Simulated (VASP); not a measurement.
Write the native input for VASP 6.6.1 that does the following.

| Property | Result |
| --- | --- |
| Task | single point |
| Functional | PBE |
| Potentials or basis | VASP PAW PBE potentials, release 64 (Cu) |
| Cutoff | 520 eV |
| k mesh | 24 × 24 × 12 |
| Occupations | gaussian, width 0.15 eV |
| Spin | no spin polarisation |
| Dipole correction | no |
| Further INCAR settings | ALGO = Fast; EDIFF = 1e-06; NBANDS = 18 |

The structure of Cu lies in POSCAR:

```
Cu
1.0
    2.6608015033      0.0000000000      0.0000000000
   -1.3304007516      2.3043216963      0.0000000000
    0.0000000000      0.0000000000      4.1125710000
Cu
2
Direct
    0.3333333333      0.6666666667      0.2500000000
    0.6666666667      0.3333333333      0.7500000000
```

This cell differs from its parent crystal: strain +0.050 along x and y, +0.000 along z.

The input as run:

INCAR

```
ALGO = Fast
EDIFF = 1E-6
ENCUT = 520
GGA = PE
ISIF = 2
ISMEAR = 0
LASPH = True
LCHARG = False
LREAL = False
LWAVE = False
NBANDS = 18
NELM = 100
PREC = Accurate
SIGMA = 0.15
```

KPOINTS

```
k-points
0
Gamma
  24 24 12
```

Potentials or basis: VASP PAW PBE potentials, release 64 (Cu).

Run with:

```bash
$ cat potpaw_PBE.64/Cu/POTCAR > POTCAR
$ mpirun -np 1 vasp_std > vasp.out
```

It gave:

- Pressure: -4.8 GPa
- Band gap on the k mesh: zero (band 11 reaches 10.45 eV, above the bottom of band 12 at 4.95 eV)

Caveat: the cell differs from its parent crystal (strain +0.050 along x and y, +0.000 along z).

Run time: 3.1 min on 1 thread of AMD EPYC 7R13, with other jobs on the host, peak memory 0.23 GiB.
